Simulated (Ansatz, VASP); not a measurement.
# Two plane-wave programs on TePb

The input INCAR:

```
ALGO = Normal
EDIFF = 1E-6
ENCUT = 520
GGA = PS
ISIF = 2
ISMEAR = 0
LASPH = T
LCHARG = F
LREAL = F
LWAVE = F
NBANDS = 17
NELM = 60
PREC = Accurate
SIGMA = 0.01
```

KPOINTS

```
k-points
0
Gamma
  6 6 6
```

The input POSCAR:

```
TePb
1.0
    0.0000000000      3.2213337944      3.2213337944
    3.2213337944      0.0000000000      3.2213337944
    3.2213337944      3.2213337944      0.0000000000
Te Pb
1 1
Direct
    0.5000000000      0.5000000000      0.5000000000
    0.0000000000      0.0000000000      0.0000000000
```

Input for Ansatz:

```yaml
crystal:
  lattice:
    - [0.0, 3.22133379436, 3.22133379436]
    - [3.22133379436, 0.0, 3.22133379436]
    - [3.22133379436, 3.22133379436, 0.0]
  atoms:
    - { symbol: Te, position: [0.5, 0.5, 0.5] }
    - { symbol: Pb, position: [0.0, 0.0, 0.0] }
kpoints:
  mp_grid: { grid: [6, 6, 6] }
scf:
  occupations: { method: fixed }
hamiltonian:
  xc: pbesol
  pseudopotentials: { kind: paw }
output:
  forces: true
  stress: true
  eigenvalues: true
  eigenstates:
    nscf_kmesh: { grid: [10, 10, 10] }
    de_dk: true
    e_range: [-9, 10.64587167538]
  optics:
    e_range: [0, 30]
    de: 0.2
    sigma: 0.25
    bands: { spectra_wanted_up_to: 30 }
    nscf_kmesh: { grid: [10, 10, 10] }
checkpoint:
  write: ck
  write_wavefunctions: false
```

Alike in both runs: task single point; functional PBEsol; k mesh 6 × 6 × 6; no spin polarisation.

```csv
,VASP,Ansatz
version,VASP 6.6.1,Ansatz 0.2.0
potentials or method,"VASP PAW PBE potentials, release 64 (Te, Pb_d)","PAW with Ansatz's default frozen-core files, scalar-relativistic"
plane-wave cutoff (eV),520,420
occupations,"gaussian, width 0.01 eV",fixed
valence electrons in the cell,20,30
```

|  | VASP | Ansatz | Ansatz less VASP |
| --- | --- | --- | --- |
| gap on the k mesh at the Fermi level (eV) | 0.65 | 0.65 | -0.004 |
| pressure (GPa) | 0.0 | 0.0 | +0.03 |

VASP's potentials were made for PBE, not for PBEsol. VASP's potentials hold 20 valence electrons a cell and Ansatz's 30, so a difference there can come from the potentials and not from the codes.

Spin-orbit coupling is off throughout.
